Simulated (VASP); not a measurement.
# NaF (I4mm) in VASP: a series of runs

NaF is run at these levels: PBEsol; tasks: single point.

Program: VASP 6.6.1. These are calculated values, not measurements. Logs are shortened: lines on timing, memory, paths and dates and some standing lists are left out, and cuts for length are marked.

### Step 1. The cell of the first run

Symmetry: I4mm, No. 107, tetragonal system. Conventional cell: a = 3.286 Å, b = 3.286 Å, c = 4.647 Å, α = 90.00°, β = 90.00°, γ = 90.00°. Within 2.9 Å of Na (site symmetry 4mm) lie 6 F at 2.22 to 2.42 Å. Within 2.9 Å of F (site symmetry 4mm) lie 6 Na at 2.22 to 2.42 Å.

### Step 2. Single point, PBEsol (all F atoms moved -0.100 Å, as atom 2 along Cartesian [0 0 1])

The input, INCAR:

```
ALGO     = Normal         # electronic algorithm
EDIFF    = 1E-6           # SCF threshold, eV
ENCUT    = 520            # plane-wave cutoff, eV
GGA      = PS             # functional
ISIF     = 2              # what is computed and relaxed
ISMEAR   = 0              # smearing method
LASPH    = True           # aspherical terms in the spheres
LCHARG   = False          # write CHGCAR
LREAL    = False          # projectors in reciprocal space
LWAVE    = False          # write WAVECAR
NBANDS   = 14             # bands
NELM     = 100            # most SCF steps
PREC     = Accurate       # precision mode
SIGMA    = 0.05           # smearing width, eV
```

The input, KPOINTS:

```
k-points
0
Gamma
  8 8 8
```

The input, POSCAR:

```
NaF
1.0
    0.0000000000      2.3233000000      2.3233000000
    2.3233000000      0.0000000000      2.3233000000
    2.3233000000      2.3233000000      0.0000000000
Na F
1 1
Direct
    0.0000000000      0.0000000000      0.0000000000
    0.4784788878      0.4784788878      0.5215211122
```

Potentials or basis: VASP PAW PBE potentials, release 64 (Na_pv, F).

The run is started by

```console
> cat potpaw_PBE.64/Na_pv/POTCAR potpaw_PBE.64/F/POTCAR > POTCAR
> mpirun -np 1 vasp_std > vasp.out
```

OUTCAR:

```text
EDIFF = 1E-6
   ENCUT = 520
   GGA = PS
   ISIF = 2
   ISMEAR = 0
   LASPH = True
   LREAL = False
   NELM = 100
   PREC = Accurate

 ion  position               nearest neighbor table
   1  0.000  0.000  0.000-   2 2.22   2 2.33   2 2.33   2 2.33   2 2.33
   2  0.478  0.478  0.522-   1 2.22   1 2.33   1 2.33   1 2.33   1 2.33

  LATTYP: Found a face centered cubic cell.
 ALAT       =     4.6466000000

  Lattice vectors:

 A1 = (   0.0000000000,   2.3233000000,   2.3233000000)
 A2 = (   2.3233000000,   0.0000000000,   2.3233000000)
 A3 = (   2.3233000000,   2.3233000000,   0.0000000000)

Analysis of symmetry for initial positions (statically):
=====================================================================
 Subroutine PRICEL returns:
 Original cell was already a primitive cell.

 Routine SETGRP: Setting up the symmetry group for a
 face centered cubic supercell.

 Subroutine GETGRP returns: Found  8 space group operations
 (whereof  8 operations were pure point group operations)
 out of a pool of 48 trial point group operations.

The static configuration has the point symmetry C_4v.

Analysis of symmetry for dynamics (positions and initial velocities):
=====================================================================
 Subroutine PRICEL returns:
 Original cell was already a primitive cell.

 Routine SETGRP: Setting up the symmetry group for a
 face centered cubic supercell.

 Subroutine GETGRP returns: Found  8 space group operations
 (whereof  8 operations were pure point group operations)
 out of a pool of 48 trial point group operations.

The dynamic configuration has the point symmetry C_4v.

 Subroutine INISYM returns: Found  8 space group operations
 (whereof  8 operations are pure point group operations),
 and found     1 'primitive' translations

----------------------------------------------------------------------------------------

                                     Primitive cell

  volume of cell :      25.0811

  direct lattice vectors                    reciprocal lattice vectors
     0.000000000  2.323300000  2.323300000    -0.215211122  0.215211122  0.215211122
     2.323300000  0.000000000  2.323300000     0.215211122 -0.215211122  0.215211122
     2.323300000  2.323300000  0.000000000     0.215211122  0.215211122 -0.215211122

  length of vectors
     3.285642369  3.285642369  3.285642369     0.372756598  0.372756598  0.372756598

  position of ions in fractional coordinates (direct lattice)
     0.000000000  0.000000000  0.000000000
     0.478478888  0.478478888  0.521521112

  ion indices of the primitive-cell ions
   primitive index   ion index
                 1           1
                 2           2

----------------------------------------------------------------------------------------

 KPOINTS: k-points

Automatic generation of k-mesh.
 Grid dimensions read from file:
 generate k-points for:    8    8    8

 Generating k-lattice:

  Cartesian coordinates                     Fractional coordinates (reciprocal lattice)
    -0.026901390  0.026901390  0.026901390     0.125000000  0.000000000  0.000000000
     0.026901390 -0.026901390  0.026901390     0.000000000  0.125000000  0.000000000
     0.026901390  0.026901390 -0.026901390     0.000000000  0.000000000  0.125000000

  Length of vectors
     0.046594575  0.046594575  0.046594575

  Shift w.r.t. Gamma in fractional coordinates (k-lattice)
     0.000000000  0.000000000  0.000000000

 Subroutine IBZKPT returns following result:
 ===========================================

 Found     59 irreducible k-points:

 Following reciprocal coordinates:
            Coordinates               Weight
  0.000000  0.000000  0.000000      1.000000
  0.125000  0.000000  0.000000      8.000000
  0.250000  0.000000  0.000000      8.000000
  0.375000  0.000000  0.000000      8.000000
  0.500000  0.000000  0.000000      4.000000
  0.125000  0.125000  0.000000      2.000000
[... 16 lines left out ...]
  0.000000  0.375000  0.250000     16.000000
  0.500000  0.250000  0.000000      8.000000
 [... further k-points ...]
   k-points           NKPTS =     59   k-points in BZ     NKDIM =     59   number of bands    NBANDS=     14
   number of dos      NEDOS =    301   number of ions     NIONS =      2
   total plane-waves  NPLWV =  13824
   dimension x,y,z NGX =    24 NGY =   24 NGZ =   24
   dimension x,y,z NGXF=    48 NGYF=   48 NGZF=   48
   ions per type =               1   1
   NGX,Y,Z   is equivalent  to a cutoff of  12.14, 12.14, 12.14 a.u.
   NGXF,Y,Z  is equivalent  to a cutoff of  24.29, 24.29, 24.29 a.u.
 SYSTEM =  unknown system
   PREC   = accura    normal or accurate (medium, high low for compatibility)
   ISTART =      0    job   : 0-new  1-cont  2-samecut
   ICHARG =      2    charge: 1-file 2-atom 10-const
   ISPIN  =      1    spin polarized calculation?
   LNONCOLLINEAR =      F non collinear calculations
   LSORBIT =      F    spin-orbit coupling
   LASPH  =      T    aspherical Exc in radial PAW
   ENCUT  =  520.0 eV  38.22 Ry    6.18 a.u.   6.11  6.11  6.11*2*pi/ulx,y,z
   NELM   =    100;   NELMIN=  2; NELMDL= -5     # of ELM steps
   EDIFF  = 0.1E-05   stopping-criterion for ELM
   LREAL  =      F    real-space projection
   EDIFFG = 0.1E-04   stopping-criterion for IOM
   NSW    =      0    number of steps for IOM
   IBRION =     -1    ionic relax: 0-MD 1-quasi-New 2-CG
   NFREE  =      0    steps in history (QN), initial steepest desc. (CG)
   ISIF   =      2    stress and relaxation
   ISYM   =      2    0-nonsym 1-usesym 2-fastsym
   POTIM  = 0.5000    time-step for ionic-motion
   TEBEG  =    0.0;   TEEND  =   0.0 temperature during run
   PSTRESS=    0.0 pullay stress
   NELECT =      14.0000    total number of electrons
   NUPDOWN=      -1.0000    fix difference up-down
   EMIN   =  10.00;   EMAX   =-10.00  energy-range for DOS
   EFERMI =   0.00;   METHOD = LEGACY
   ISMEAR =     0;   SIGMA  =   0.05  broadening in eV -4-tet -1-fermi 0-gaus
   EFERMI_NEDOS =   21; number of points for ismear=-14 and -15
   IALGO  =     38    algorithm
   IMIX   =      4    mixing-type and parameters
     AMIX     =   0.40;   BMIX     =  1.00
     AMIX_MAG =   1.60;   BMIX_MAG =  1.00
  volume/ion in A,a.u.               =      12.54        84.63
  Fermi-wavevector in a.u.,A,eV,Ry     =   1.347935  2.547227 24.720809  1.816928
  Thomas-Fermi vector in A             =   2.475645
   LORBIT       =      0    0 simple, 1 ext, 2 COOP (PROOUT), +10 PAW based schemes
   GGA     = PS    functional components
   LHFCALC =     F    Hartree Fock is set to
   AEXX    =    0.0000 exact exchange contribution
   IVDW    =     0    specifies the selected vdW correction
   LEPSILON=     F    determine dielectric tensor
   LRPA    =     F    only Hartree local field effects (RPA)
 non-spin polarized calculation
 Gauss-broadening in eV      SIGMA  =   0.05
  energy-cutoff  :      520.00
  volume of cell :       25.08
 maximum number of plane-waves:       692
   NGX = 13   NGY = 13   NGZ = 13

 number of electron      13.9999983 magnetization

 Free energy of the ion-electron system (eV)
  ---------------------------------------------------
  ext. energy  EPLUGINS =         0.00000000
  ---------------------------------------------------
  free energy    TOTEN  =        -8.75748178 eV

  energy without entropy =       -8.75748178  energy(sigma->0) =       -8.75748178

 E-fermi :  -1.9552     XC(G=0):  -9.2903

 val. band max:       -2.2144165462   @ k =   0.0000   0.0000   0.0000
 cond. band min:       3.9056316489   @ k =   0.0000   0.0000   0.0000
 fundamental gap:      6.1200481951
 Fermi energy:        -1.9552243332

 k-point     1 :       0.0000    0.0000    0.0000
  band No.  band energies     occupation
      1     -21.2859      2.00000
      2     -20.9980      2.00000
      3     -20.9980      2.00000
      4     -20.9675      2.00000
      5      -2.2148      2.00000
      6      -2.2144      2.00000
      7      -2.2144      2.00000
      8       3.9056      0.00000
      9      16.5867      0.00000
     10      16.6024      0.00000
     11      16.6024      0.00000
     12      19.2287      0.00000
     13      21.6232      0.00000
     14      21.6283      0.00000

 k-point     2 :       0.1250    0.0000    0.0000
  band No.  band energies     occupation
      1     -21.4606      2.00000
      2     -21.0010      2.00000
      3     -20.9998      2.00000
      4     -20.7721      2.00000
      5      -2.5140      2.00000
      6      -2.2519      2.00000
      7      -2.2514      2.00000
      8       4.4527      0.00000
      9      14.8093      0.00000
     10      16.8222      0.00000
     11      16.8326      0.00000
     12      20.9756      0.00000
     13      21.0386      0.00000
     14      21.2507      0.00000

 k-point     3 :       0.2500    0.0000    0.0000
  band No.  band energies     occupation
      1     -21.6788      2.00000
      2     -21.0053      2.00000
      3     -21.0043      2.00000
      4     -20.5044      2.00000
      5      -3.1186      2.00000
      6      -2.3410      2.00000
      7      -2.3405      2.00000
      8       5.7669      0.00000
      9      12.7077      0.00000
     10      17.3191      0.00000
     11      17.3318      0.00000
     12      20.3810      0.00000
     13      20.4012      0.00000
     14      21.8933      0.00000

 k-point     4 :       0.3750    0.0000    0.0000
  band No.  band energies     occupation
      1     -21.8241      2.00000
      2     -21.0094      2.00000
      3     -21.0087      2.00000
      4     -20.3090      2.00000
      5      -3.6220      2.00000
      6      -2.4286      2.00000
      7      -2.4280      2.00000
      8       7.3213      0.00000
      9      11.0334      0.00000
     10      17.6190      0.00000
     11      17.6285      0.00000
     12      20.3619      0.00000
     13      20.3957      0.00000
     14      21.4635      0.00000

 k-point     5 :       0.5000    0.0000    0.0000
  band No.  band energies     occupation
      1     -21.8742      2.00000
      2     -21.0110      2.00000
      3     -21.0105      2.00000
      4     -20.2374      2.00000
      5      -3.8109      2.00000
      6      -2.4644      2.00000
      7      -2.4638      2.00000
      8       8.3464      0.00000
      9      10.0469      0.00000
     10      17.6585      0.00000
     11      17.6633      0.00000
[... 276 lines left out ...]
 k-point    22 :       0.3750    0.2500    0.0000
  band No.  band energies     occupation
      1     -21.5974      2.00000
      2     -21.0368      2.00000
      3     -21.0320      2.00000
      4     -20.5371      2.00000
      5      -3.3483      2.00000
      6      -2.5640      2.00000
      7      -2.5023      2.00000
      8       7.5603      0.00000
      9      11.6552      0.00000
     10      15.1899      0.00000
     11      17.1749      0.00000
     12      17.3070      0.00000
     13      23.5000      0.00000
     14      23.7187      0.00000

 k-point    23 :       0.0000    0.3750    0.2500
  band No.  band energies     occupation
      1     -21.5862      2.00000
      2     -21.0391      2.00000
      3     -21.0326      2.00000
      4     -20.5456      2.00000
      5      -3.3514      2.00000
      6      -2.5656      2.00000
      7      -2.5025      2.00000
      8       7.5734      0.00000
      9      11.6688      0.00000
     10      15.1224      0.00000
     11      17.1686      0.00000
     12      17.3767      0.00000
     13      23.5067      0.00000
     14      23.6674      0.00000

 k-point    24 :       0.5000    0.2500    0.0000
  band No.  band energies     occupation
      1     -21.6418      2.00000
      2     -21.0603      2.00000
      3     -21.0310      2.00000
      4     -20.4568      2.00000
      5      -3.4556      2.00000
      6      -2.7841      2.00000
      7      -2.5426      2.00000
      8       9.0259      0.00000
      9      10.7451      0.00000
     10      14.2261      0.00000
     11      17.3759      0.00000
     12      17.4724      0.00000
     13      23.1410      0.00000
     14      24.6357      0.00000

 [... further k-points ...]
[... 5 lines left out ...]
  --------------------------------------------------------------------------------------
  -------------------------------------------------------------------------------------
  Total       -0.1106831     -0.1106831      0.0641062      0.0000000      0.0000000      0.0000000
  in kB       -7.0704328     -7.0704328      4.0951007      0.0000000      0.0000000      0.0000000
  external PRESSURE =      -3.3485883 kB  Pullay stress =       0.0000000 kB

 VOLUME and BASIS-vectors are now :
 -----------------------------------------------------------------------------
  energy-cutoff  :      520.00
  volume of cell :       25.08
      direct lattice vectors                 reciprocal lattice vectors
     0.000000000  2.323300000  2.323300000    -0.215211122  0.215211122  0.215211122
     2.323300000  0.000000000  2.323300000     0.215211122 -0.215211122  0.215211122
     2.323300000  2.323300000  0.000000000     0.215211122  0.215211122 -0.215211122

 POSITION                                       TOTAL-FORCE (eV/Angst)
 -----------------------------------------------------------------------------------
      0.00000      0.00000      0.00000         0.000000      0.000000     -0.230923
      2.32330      2.32330      2.22330         0.000000      0.000000      0.230923
 -----------------------------------------------------------------------------------
    total drift:                                0.000001      0.000001     -0.000641

  FREE ENERGIE OF THE ION-ELECTRON SYSTEM (eV)
  ---------------------------------------------------
  free  energy   TOTEN  =        -8.7574817847 eV

  energy  without entropy=       -8.7574817847  energy(sigma->0) =       -8.75748178
```

Run time: 21 s. Hardware: 1 thread of AMD EPYC 7R13 (Zen 3), shared host; peak memory 0.11 GiB.

What came out:

```yaml
Free_energy: -8.7575 eV
Pressure: -0.3 GPa
Largest_force: 0.231 eV/Å
Band_gap_on_the_k_mesh: 6.12 eV, direct
```

Forces in eV/Å, atoms in the order of the input:
```
Na   0.000  0.000 -0.231
F    0.000  0.000  0.231
```

Caveat: the cell differs from its parent crystal (all F atoms moved -0.100 Å, as atom 2 along Cartesian [0 0 1]); the PAW data sets were made with another functional, which shifts forces and pressure a little.

[end of part 1 of 2]
